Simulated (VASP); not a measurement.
# Mg (Fm-3m) in VASP: single point with PBE

Aim: the single point of Mg with PBE.

All numbers are computed with VASP 6.6.1; they aren't measurements. Logs are shortened: lines on timing, memory, paths and dates and some standing lists are left out, and cuts for length are marked.

## (1) The cell of the first run

Symmetry: Fm-3m, No. 225, cubic system. The conventional cell has a = 4.523 Å, b = 4.523 Å, c = 4.523 Å, α = 90.00°, β = 90.00°, γ = 90.00°. Mg (site symmetry m-3m) has 12 Mg at 3.20 Å within 4.2 Å.

## (2) Single point, PBE

INCAR

```
  PREC = Accurate
  ENCUT = 520
  EDIFF = 1E-6
  ISMEAR = -1
  SIGMA = 0.1
  LREAL = F
  LASPH = T
  NELM = 80
  ALGO = Normal
  ISIF = 2
  LWAVE = F
  LCHARG = T
  GGA = PE
  LELF = T
  LVHAR = T
  NBANDS = 7
```

KPOINTS

```
Automatic mesh
0
Gamma
  15 15 15
```

POSCAR

```
Mg
1.0
    0.0000000000      2.2616255506      2.2616255506
    2.2616255506      0.0000000000      2.2616255506
    2.2616255506      2.2616255506      0.0000000000
Mg
1
Direct
    0.0000000000      0.0000000000      0.0000000000
```

Potentials or basis: VASP PAW PBE potentials, release 64 (Mg).

The run is started by

```sh
$ cat potpaw_PBE.64/Mg/POTCAR > POTCAR
$ mpirun -np 1 vasp_std > vasp.out
```

OUTCAR:

```text
PREC = Accurate
   ENCUT = 520
   EDIFF = 1E-6
   ISMEAR = -1
   LREAL = F
   LASPH = T
   NELM = 80
   ISIF = 2
   GGA = PE

 ion  position               nearest neighbor table
   1  0.000  0.000  0.000-

  LATTYP: Found a face centered cubic cell.
 ALAT       =     4.5232511012

  Lattice vectors:

 A1 = (   0.0000000000,   2.2616255506,   2.2616255506)
 A2 = (   2.2616255506,   0.0000000000,   2.2616255506)
 A3 = (   2.2616255506,   2.2616255506,   0.0000000000)

Analysis of symmetry for initial positions (statically):
=====================================================================
 Subroutine PRICEL returns:
 Original cell was already a primitive cell.

 Routine SETGRP: Setting up the symmetry group for a
 face centered cubic supercell.

 Subroutine GETGRP returns: Found 48 space group operations
 (whereof 48 operations were pure point group operations)
 out of a pool of 48 trial point group operations.

The static configuration has the point symmetry O_h .

Analysis of symmetry for dynamics (positions and initial velocities):
=====================================================================
 Subroutine PRICEL returns:
 Original cell was already a primitive cell.

 Routine SETGRP: Setting up the symmetry group for a
 face centered cubic supercell.

 Subroutine GETGRP returns: Found 48 space group operations
 (whereof 48 operations were pure point group operations)
 out of a pool of 48 trial point group operations.

The dynamic configuration has the point symmetry O_h .

 Subroutine INISYM returns: Found 48 space group operations
 (whereof 48 operations are pure point group operations),
 and found     1 'primitive' translations

----------------------------------------------------------------------------------------

                                     Primitive cell

  volume of cell :      23.1362

  direct lattice vectors                    reciprocal lattice vectors
     0.000000000  2.261625551  2.261625551    -0.221079922  0.221079922  0.221079922
     2.261625551  0.000000000  2.261625551     0.221079922 -0.221079922  0.221079922
     2.261625551  2.261625551  0.000000000     0.221079922  0.221079922 -0.221079922

  length of vectors
     3.198421527  3.198421527  3.198421527     0.382921657  0.382921657  0.382921657

  position of ions in fractional coordinates (direct lattice)
     0.000000000  0.000000000  0.000000000

  ion indices of the primitive-cell ions
   primitive index   ion index
                 1           1

----------------------------------------------------------------------------------------

 KPOINTS: Automatic mesh

Automatic generation of k-mesh.
 Grid dimensions read from file:
 generate k-points for:   15   15   15

 Generating k-lattice:

  Cartesian coordinates                     Fractional coordinates (reciprocal lattice)
    -0.014738661  0.014738661  0.014738661     0.066666667  0.000000000  0.000000000
     0.014738661 -0.014738661  0.014738661     0.000000000  0.066666667  0.000000000
     0.014738661  0.014738661 -0.014738661     0.000000000  0.000000000  0.066666667

  Length of vectors
     0.025528110  0.025528110  0.025528110

  Shift w.r.t. Gamma in fractional coordinates (k-lattice)
     0.000000000  0.000000000  0.000000000

 Subroutine IBZKPT returns following result:
 ===========================================

 Found    120 irreducible k-points:

 Following reciprocal coordinates:
            Coordinates               Weight
  0.000000  0.000000  0.000000      1.000000
  0.066667  0.000000  0.000000      8.000000
  0.133333  0.000000  0.000000      8.000000
  0.200000  0.000000  0.000000      8.000000
  0.266667  0.000000  0.000000      8.000000
  0.333333  0.000000  0.000000      8.000000
[... 16 lines left out ...]
  0.133333  0.133333  0.000000      6.000000
  0.200000  0.133333  0.000000     24.000000
 [... further k-points ...]
   k-points           NKPTS =    120   k-points in BZ     NKDIM =    120   number of bands    NBANDS=      7
   number of dos      NEDOS =    301   number of ions     NIONS =      1
   total plane-waves  NPLWV =  13824
   dimension x,y,z NGX =    24 NGY =   24 NGZ =   24
   dimension x,y,z NGXF=    48 NGYF=   48 NGZF=   48
   ions per type =               1
   NGX,Y,Z   is equivalent  to a cutoff of  12.47, 12.47, 12.47 a.u.
   NGXF,Y,Z  is equivalent  to a cutoff of  24.95, 24.95, 24.95 a.u.
 SYSTEM =  unknown system
   PREC   = accura    normal or accurate (medium, high low for compatibility)
   ISTART =      0    job   : 0-new  1-cont  2-samecut
   ICHARG =      2    charge: 1-file 2-atom 10-const
   ISPIN  =      1    spin polarized calculation?
   LNONCOLLINEAR =      F non collinear calculations
   LSORBIT =      F    spin-orbit coupling
   LASPH  =      T    aspherical Exc in radial PAW
   ENCUT  =  520.0 eV  38.22 Ry    6.18 a.u.   5.95  5.95  5.95*2*pi/ulx,y,z
   NELM   =     80;   NELMIN=  2; NELMDL= -5     # of ELM steps
   EDIFF  = 0.1E-05   stopping-criterion for ELM
   LREAL  =      F    real-space projection
   EDIFFG = 0.1E-04   stopping-criterion for IOM
   NSW    =      0    number of steps for IOM
   IBRION =     -1    ionic relax: 0-MD 1-quasi-New 2-CG
   NFREE  =      0    steps in history (QN), initial steepest desc. (CG)
   ISIF   =      2    stress and relaxation
   ISYM   =      2    0-nonsym 1-usesym 2-fastsym
   POTIM  = 0.5000    time-step for ionic-motion
   TEBEG  =    0.0;   TEEND  =   0.0 temperature during run
   PSTRESS=    0.0 pullay stress
   NELECT =       2.0000    total number of electrons
   NUPDOWN=      -1.0000    fix difference up-down
   EMIN   =  10.00;   EMAX   =-10.00  energy-range for DOS
   EFERMI =   0.00;   METHOD = LEGACY
   ISMEAR =    -1;   SIGMA  =   0.10  broadening in eV -4-tet -1-fermi 0-gaus
   EFERMI_NEDOS =   21; number of points for ismear=-14 and -15
   IALGO  =     38    algorithm
   IMIX   =      4    mixing-type and parameters
     AMIX     =   0.40;   BMIX     =  1.00
     AMIX_MAG =   1.60;   BMIX_MAG =  1.00
  volume/ion in A,a.u.               =      23.14       156.13
  Fermi-wavevector in a.u.,A,eV,Ry     =   0.723859  1.367896  7.129075  0.523972
  Thomas-Fermi vector in A             =   1.814182
   LORBIT       =      0    0 simple, 1 ext, 2 COOP (PROOUT), +10 PAW based schemes
   GGA     = PE    functional components
[... 5 lines left out ...]
 non-spin polarized calculation
  energy-cutoff  :      520.00
  volume of cell :       23.14
 maximum number of plane-waves:       635
   NGX = 11   NGY = 11   NGZ = 11

 number of electron       2.0000000 magnetization

 Free energy of the ion-electron system (eV)
  ---------------------------------------------------
  ext. energy  EPLUGINS =         0.00000000
  ---------------------------------------------------
  free energy    TOTEN  =        -1.50060089 eV

  energy without entropy =       -1.48508935  energy(sigma->0) =       -1.49284512

 E-fermi :   2.5556     XC(G=0):  -8.4676

 val. band max:        2.4786913485   @ k =  -0.4000   0.2667   0.0667
 cond. band min:       2.5666608553   @ k =  -0.3333   0.4000   0.2000
 fundamental gap:      0.0879695069
 Fermi energy:         2.5556486011

 k-point     1 :       0.0000    0.0000    0.0000
  band No.  band energies     occupation
      1      -4.3060      2.00000
      2      14.8926      0.00000
      3      14.8926      0.00000
      4      14.8926      0.00000
      5      16.7830      0.00000
      6      16.7830      0.00000
      7      16.7830      0.00000

 k-point     2 :       0.0667    0.0000    0.0000
  band No.  band energies     occupation
      1      -4.2076      2.00000
      2      13.3640      0.00000
      3      14.6589      0.00000
      4      14.6589      0.00000
      5      16.8172      0.00000
      6      17.1828      0.00000
      7      17.1828      0.00000

 k-point     3 :       0.1333    0.0000    0.0000
  band No.  band energies     occupation
      1      -3.9133      2.00000
      2      11.1800      0.00000
      3      14.2481      0.00000
      4      14.2481      0.00000
      5      16.5281      0.00000
      6      18.0861      0.00000
      7      18.0861      0.00000

 k-point     4 :       0.2000    0.0000    0.0000
  band No.  band energies     occupation
      1      -3.4246      2.00000
      2       9.0374      0.00000
      3      13.8998      0.00000
      4      13.8998      0.00000
      5      16.2182      0.00000
      6      17.7569      0.00000
      7      17.7569      0.00000

 k-point     5 :       0.2667    0.0000    0.0000
  band No.  band energies     occupation
      1      -2.7446      2.00000
      2       7.0116      0.00000
      3      13.6770      0.00000
      4      13.6770      0.00000
      5      15.9959      0.00000
      6      16.7116      0.00000
      7      16.7116      0.00000

 k-point     6 :       0.3333    0.0000    0.0000
  band No.  band energies     occupation
      1      -1.8773      2.00000
      2       5.1273      0.00000
      3      13.5943      0.00000
      4      13.5943      0.00000
      5      15.8242      0.00000
      6      15.8242      0.00000
      7      15.9049      0.00000

 k-point     7 :       0.4000    0.0000    0.0000
  band No.  band energies     occupation
      1      -0.8286      2.00000
      2       3.3982      0.00044
      3      13.6458      0.00000
      4      13.6458      0.00000
      5      15.1206      0.00000
      6      15.1206      0.00000
      7      15.9428      0.00000
[... 121 lines left out ...]
 k-point    20 :      -0.2000    0.0667    0.0000
  band No.  band energies     occupation
      1      -3.1326      2.00000
      2       8.4053      0.00000
      3      12.1015      0.00000
      4      14.9390      0.00000
      5      16.3680      0.00000
      6      16.8226      0.00000
      7      17.6268      0.00000

 k-point    21 :      -0.1333    0.0667    0.0000
  band No.  band energies     occupation
      1      -3.6849      2.00000
      2      10.4710      0.00000
      3      12.4912      0.00000
      4      15.1477      0.00000
      5      17.0957      0.00000
      6      17.5156      0.00000
      7      17.5913      0.00000

 k-point    22 :      -0.0667    0.0667    0.0000
  band No.  band energies     occupation
      1      -4.0440      2.00000
      2      12.3908      0.00000
      3      13.2311      0.00000
      4      15.1473      0.00000
      5      16.9739      0.00000
      6      17.1770      0.00000
      7      17.8395      0.00000

 k-point    23 :       0.1333    0.1333    0.0000
  band No.  band energies     occupation
      1      -3.7827      2.00000
      2      12.4955      0.00000
      3      12.7772      0.00000
      4      12.7772      0.00000
      5      15.2713      0.00000
      6      16.5135      0.00000
      7      19.7490      0.00000

 k-point    24 :       0.2000    0.1333    0.0000
  band No.  band energies     occupation
      1      -3.4246      2.00000
      2      10.6431      0.00000
      3      12.2689      0.00000
      4      12.9425      0.00000
      5      14.7132      0.00000
      6      15.8280      0.00000
      7      19.8833      0.00000

 [... further k-points ...]
[... 5 lines left out ...]
  --------------------------------------------------------------------------------------
  -------------------------------------------------------------------------------------
  Total       -0.0174370     -0.0174370     -0.0174370     -0.0000000     -0.0000000     -0.0000000
  in kB       -1.2075106     -1.2075106     -1.2075106     -0.0000000     -0.0000000     -0.0000000
  external PRESSURE =      -1.2075106 kB  Pullay stress =       0.0000000 kB

 VOLUME and BASIS-vectors are now :
 -----------------------------------------------------------------------------
  energy-cutoff  :      520.00
  volume of cell :       23.14
      direct lattice vectors                 reciprocal lattice vectors
     0.000000000  2.261625551  2.261625551    -0.221079922  0.221079922  0.221079922
     2.261625551  0.000000000  2.261625551     0.221079922 -0.221079922  0.221079922
     2.261625551  2.261625551  0.000000000     0.221079922  0.221079922 -0.221079922

 POSITION                                       TOTAL-FORCE (eV/Angst)
 -----------------------------------------------------------------------------------
      0.00000      0.00000      0.00000         0.000000     -0.000000      0.000000
 -----------------------------------------------------------------------------------
    total drift:                               -0.000000      0.000000     -0.000000

  FREE ENERGIE OF THE ION-ELECTRON SYSTEM (eV)
  ---------------------------------------------------
  free  energy   TOTEN  =        -1.5006008872 eV

  energy  without entropy=       -1.4850893547  energy(sigma->0) =       -1.49284512
```

Wall time 16 s (1 thread of AMD EPYC 7R13, shared host); peak memory 0.12 GiB.

Results:

| Item | Value |
| --- | --- |
| Free energy | -1.5006 eV |
| Pressure | -0.1 GPa |
| Band gap on the k mesh | zero (band 1 reaches 3.71 eV, above the bottom of band 2 at 1.49 eV) |
